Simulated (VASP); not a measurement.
# LiCl (Pm-3m) in VASP: single point with PBE

Aim: the single point of LiCl with PBE.

Everything below comes from runs of VASP 6.6.1. Logs are shortened: lines on timing, memory, paths and dates and some standing lists are left out, and cuts for length are marked.

**1. The cell of the first run**

It takes space group Pm-3m (No. 221, cubic). Conventional cell: a = 3.231 Å, b = 3.231 Å, c = 3.231 Å, α = 90.00°, β = 90.00°, γ = 90.00°. Within 3.7 Å of Li (site symmetry m-3m) lie 8 Cl at 2.80 Å and 6 Li at 3.23 Å. Cl (site symmetry m-3m) has 8 Li at 2.80 Å and 6 Cl at 3.23 Å within 3.7 Å.

**2. Single point, PBE**

INCAR

```
ALGO = Normal
EDIFF = 1E-6
ENCUT = 520
GGA = PE
ISIF = 2
ISMEAR = 0
LASPH = T
LCHARG = F
LREAL = F
LWAVE = F
NBANDS = 12
NELM = 100
PREC = Accurate
SIGMA = 0.05
```

KPOINTS

```
k-points
0
Gamma
  8 8 8
```

POSCAR

```
LiCl
1.0
   -1.0771317040      2.1542634080      2.1542634080
    2.1542634080     -1.0771317040      2.1542634080
    2.1542634080      2.1542634080     -1.0771317040
Li Cl
1 1
Direct
    0.0000000000      0.0000000000      0.0000000000
    0.5000000000      0.5000000000      0.5000000000
```

Potentials or basis: VASP PAW PBE potentials, release 64 (Li_sv, Cl).

Run with:

```bash
$ cat potpaw_PBE.64/Li_sv/POTCAR potpaw_PBE.64/Cl/POTCAR > POTCAR
$ mpirun -np 1 vasp_std > vasp.out
```

OUTCAR:

```text
EDIFF = 1E-6
   ENCUT = 520
   GGA = PE
   ISIF = 2
   ISMEAR = 0
   LASPH = T
   LREAL = F
   NELM = 100
   PREC = Accurate

 ion  position               nearest neighbor table
   1  0.000  0.000  0.000-
   2  0.500  0.500  0.500-

  LATTYP: Found a simple cubic cell.
 ALAT       =     3.2313951120

  Lattice vectors:

 A1 = (  -1.0771317040,   2.1542634080,   2.1542634080)
 A2 = (   2.1542634080,  -1.0771317040,   2.1542634080)
 A3 = (   2.1542634080,   2.1542634080,  -1.0771317040)

Analysis of symmetry for initial positions (statically):
=====================================================================
 Subroutine PRICEL returns:
 Original cell was already a primitive cell.

 Routine SETGRP: Setting up the symmetry group for a
 simple cubic supercell.

 Subroutine GETGRP returns: Found 48 space group operations
 (whereof 48 operations were pure point group operations)
 out of a pool of 48 trial point group operations.

The static configuration has the point symmetry O_h .

Analysis of symmetry for dynamics (positions and initial velocities):
=====================================================================
 Subroutine PRICEL returns:
 Original cell was already a primitive cell.

 Routine SETGRP: Setting up the symmetry group for a
 simple cubic supercell.

 Subroutine GETGRP returns: Found 48 space group operations
 (whereof 48 operations were pure point group operations)
 out of a pool of 48 trial point group operations.

The dynamic configuration has the point symmetry O_h .

 Subroutine INISYM returns: Found 48 space group operations
 (whereof 48 operations are pure point group operations),
 and found     1 'primitive' translations

----------------------------------------------------------------------------------------

                                     Primitive cell

  volume of cell :      33.7420

  direct lattice vectors                    reciprocal lattice vectors
    -1.077131704  2.154263408  2.154263408    -0.103154620  0.206309239  0.206309239
     2.154263408 -1.077131704  2.154263408     0.206309239 -0.103154620  0.206309239
     2.154263408  2.154263408 -1.077131704     0.206309239  0.206309239 -0.103154620

  length of vectors
     3.231395112  3.231395112  3.231395112     0.309463859  0.309463859  0.309463859

  position of ions in fractional coordinates (direct lattice)
     0.000000000  0.000000000  0.000000000
     0.500000000  0.500000000  0.500000000

  ion indices of the primitive-cell ions
   primitive index   ion index
                 1           1
                 2           2

----------------------------------------------------------------------------------------

 KPOINTS: k-points

Automatic generation of k-mesh.
 Grid dimensions read from file:
 generate k-points for:    8    8    8

 Generating k-lattice:

  Cartesian coordinates                     Fractional coordinates (reciprocal lattice)
    -0.012894327  0.025788655  0.025788655     0.125000000  0.000000000  0.000000000
     0.025788655 -0.012894327  0.025788655     0.000000000  0.125000000  0.000000000
     0.025788655  0.025788655 -0.012894327     0.000000000  0.000000000  0.125000000

  Length of vectors
     0.038682982  0.038682982  0.038682982

  Shift w.r.t. Gamma in fractional coordinates (k-lattice)
     0.000000000  0.000000000  0.000000000

 Subroutine IBZKPT returns following result:
 ===========================================

 Found     35 irreducible k-points:

 Following reciprocal coordinates:
            Coordinates               Weight
  0.000000  0.000000  0.000000      1.000000
  0.125000  0.000000  0.000000      6.000000
  0.250000  0.000000  0.000000      6.000000
  0.375000  0.000000  0.000000      6.000000
  0.500000  0.000000  0.000000      3.000000
  0.125000  0.125000  0.000000     12.000000
[... 16 lines left out ...]
  0.375000  0.375000  0.125000     24.000000
  0.500000  0.375000  0.125000     24.000000
 [... further k-points ...]
   k-points           NKPTS =     35   k-points in BZ     NKDIM =     35   number of bands    NBANDS=     12
   number of dos      NEDOS =    301   number of ions     NIONS =      2
   total plane-waves  NPLWV =  13824
   dimension x,y,z NGX =    24 NGY =   24 NGZ =   24
   dimension x,y,z NGXF=    48 NGYF=   48 NGZF=   48
   ions per type =               1   1
   NGX,Y,Z   is equivalent  to a cutoff of  12.35, 12.35, 12.35 a.u.
   NGXF,Y,Z  is equivalent  to a cutoff of  24.69, 24.69, 24.69 a.u.
 SYSTEM =  unknown system
   PREC   = accura    normal or accurate (medium, high low for compatibility)
   ISTART =      0    job   : 0-new  1-cont  2-samecut
   ICHARG =      2    charge: 1-file 2-atom 10-const
   ISPIN  =      1    spin polarized calculation?
   LNONCOLLINEAR =      F non collinear calculations
   LSORBIT =      F    spin-orbit coupling
   LASPH  =      T    aspherical Exc in radial PAW
   ENCUT  =  520.0 eV  38.22 Ry    6.18 a.u.   6.01  6.01  6.01*2*pi/ulx,y,z
   NELM   =    100;   NELMIN=  2; NELMDL= -5     # of ELM steps
   EDIFF  = 0.1E-05   stopping-criterion for ELM
   LREAL  =      F    real-space projection
   EDIFFG = 0.1E-04   stopping-criterion for IOM
   NSW    =      0    number of steps for IOM
   IBRION =     -1    ionic relax: 0-MD 1-quasi-New 2-CG
   NFREE  =      0    steps in history (QN), initial steepest desc. (CG)
   ISIF   =      2    stress and relaxation
   ISYM   =      2    0-nonsym 1-usesym 2-fastsym
   POTIM  = 0.5000    time-step for ionic-motion
   TEBEG  =    0.0;   TEEND  =   0.0 temperature during run
   PSTRESS=    0.0 pullay stress
   NELECT =      10.0000    total number of electrons
   NUPDOWN=      -1.0000    fix difference up-down
   EMIN   =  10.00;   EMAX   =-10.00  energy-range for DOS
   EFERMI =   0.00;   METHOD = LEGACY
   ISMEAR =     0;   SIGMA  =   0.05  broadening in eV -4-tet -1-fermi 0-gaus
   EFERMI_NEDOS =   21; number of points for ismear=-14 and -15
   IALGO  =     38    algorithm
   IMIX   =      4    mixing-type and parameters
     AMIX     =   0.40;   BMIX     =  1.00
     AMIX_MAG =   1.60;   BMIX_MAG =  1.00
  volume/ion in A,a.u.               =      16.87       113.85
  Fermi-wavevector in a.u.,A,eV,Ry     =   1.091486  2.062609 16.209183  1.191341
  Thomas-Fermi vector in A             =   2.227732
   LORBIT       =      0    0 simple, 1 ext, 2 COOP (PROOUT), +10 PAW based schemes
   GGA     = PE    functional components
   LHFCALC =     F    Hartree Fock is set to
   AEXX    =    0.0000 exact exchange contribution
   IVDW    =     0    specifies the selected vdW correction
   LEPSILON=     F    determine dielectric tensor
   LRPA    =     F    only Hartree local field effects (RPA)
 non-spin polarized calculation
 Gauss-broadening in eV      SIGMA  =   0.05
  energy-cutoff  :      520.00
  volume of cell :       33.74
 maximum number of plane-waves:       926
   NGX = 13   NGY = 13   NGZ = 13

 number of electron      10.0000000 magnetization

 number of electron       9.9999995 magnetization

 Free energy of the ion-electron system (eV)
  ---------------------------------------------------
  ext. energy  EPLUGINS =         0.00000000
  ---------------------------------------------------
  free energy    TOTEN  =        -6.81419960 eV

  energy without entropy =       -6.81419960  energy(sigma->0) =       -6.81419960

 E-fermi :   2.2560     XC(G=0):  -8.7712

 val. band max:        1.8699275872   @ k =   0.5000   0.5000   0.0000
 cond. band min:       6.4509644880   @ k =   0.0000   0.0000   0.0000
 fundamental gap:      4.5810369007
 Fermi energy:         2.2560177606

 k-point     1 :       0.0000    0.0000    0.0000
  band No.  band energies     occupation
      1     -43.4249      2.00000
      2     -12.5522      2.00000
      3       0.9983      2.00000
      4       0.9983      2.00000
      5       0.9983      2.00000
      6       6.4510      0.00000
      7      10.4910      0.00000
      8      10.4910      0.00000
      9      15.3096      0.00000
     10      15.3096      0.00000
     11      15.3096      0.00000
     12      19.0163      0.00000

 k-point     2 :       0.1250    0.0000    0.0000
  band No.  band energies     occupation
      1     -43.4244      2.00000
      2     -12.4787      2.00000
      3       0.3372      2.00000
      4       1.0658      2.00000
      5       1.0658      2.00000
      6       6.8341      0.00000
      7      10.6767      0.00000
      8      10.9263      0.00000
      9      14.6626      0.00000
     10      14.6626      0.00000
     11      15.3723      0.00000
     12      19.1276      0.00000

 k-point     3 :       0.2500    0.0000    0.0000
  band No.  band energies     occupation
      1     -43.4233      2.00000
      2     -12.2910      2.00000
      3      -0.9089      2.00000
      4       1.2367      2.00000
      5       1.2367      2.00000
      6       7.3672      0.00000
      7      11.2066      0.00000
      8      11.6054      0.00000
      9      13.4557      0.00000
     10      13.4557      0.00000
     11      16.3067      0.00000
     12      19.4168      0.00000
[... 286 lines left out ...]
 k-point    23 :       0.3750    0.3750    0.1250
  band No.  band energies     occupation
      1     -43.4192      2.00000
      2     -11.5516      2.00000
      3      -1.3318      2.00000
      4      -1.2566      2.00000
      5       1.2397      2.00000
      6       7.9129      0.00000
      7      10.1308      0.00000
      8      10.8809      0.00000
      9      13.4364      0.00000
     10      14.8371      0.00000
     11      16.5289      0.00000
     12      18.1978      0.00000

 k-point    24 :       0.5000    0.3750    0.1250
  band No.  band energies     occupation
      1     -43.4187      2.00000
      2     -11.4622      2.00000
      3      -1.6589      2.00000
      4      -1.1861      2.00000
      5       1.3207      2.00000
      6       7.4806      0.00000
      7      10.4329      0.00000
      8      10.6166      0.00000
      9      13.7415      0.00000
     10      14.7481      0.00000
     11      16.5579      0.00000
     12      17.5971      0.00000

 [... further k-points ...]

------------------------ aborting loop because EDIFF is reached ----------------------------------------

  FORCE on cell =-STRESS in cart. coord.  units (eV):
  Direction    XX          YY          ZZ          XY          YZ          ZX
  --------------------------------------------------------------------------------------
  -------------------------------------------------------------------------------------
  Total        0.3127428      0.3127428      0.3127428     -0.0000000     -0.0000000     -0.0000000
  in kB       14.8500447     14.8500447     14.8500447     -0.0000000     -0.0000000     -0.0000000
  external PRESSURE =      14.8500447 kB  Pullay stress =       0.0000000 kB

 VOLUME and BASIS-vectors are now :
 -----------------------------------------------------------------------------
  energy-cutoff  :      520.00
  volume of cell :       33.74
      direct lattice vectors                 reciprocal lattice vectors
    -1.077131704  2.154263408  2.154263408    -0.103154620  0.206309239  0.206309239
     2.154263408 -1.077131704  2.154263408     0.206309239 -0.103154620  0.206309239
     2.154263408  2.154263408 -1.077131704     0.206309239  0.206309239 -0.103154620

 POSITION                                       TOTAL-FORCE (eV/Angst)
 -----------------------------------------------------------------------------------
      0.00000      0.00000      0.00000        -0.000000     -0.000000      0.000000
      1.61570      1.61570      1.61570         0.000000      0.000000     -0.000000
 -----------------------------------------------------------------------------------
    total drift:                               -0.000000     -0.000000      0.000000

  FREE ENERGIE OF THE ION-ELECTRON SYSTEM (eV)
  ---------------------------------------------------
  free  energy   TOTEN  =        -6.8141996026 eV

  energy  without entropy=       -6.8141996026  energy(sigma->0) =       -6.81419960
```

It took 6.1 s on 1 thread of Intel Xeon Platinum 8259CL at 2.50GHz (Skylake/Cascade Lake), shared host; peak memory 0.13 GiB.

Results:

| Quantity | Value |
| --- | --- |
| Free energy | -6.8142 eV |
| Band gap on the k mesh | 4.58 eV, indirect (least direct gap 5.17 eV) |

Caveat: the cutoff is under 1.25 times the usual one of these potentials, so pressure, stress and relaxed cells hold a basis-set (Pulay) error. A k mesh can miss the band edges.
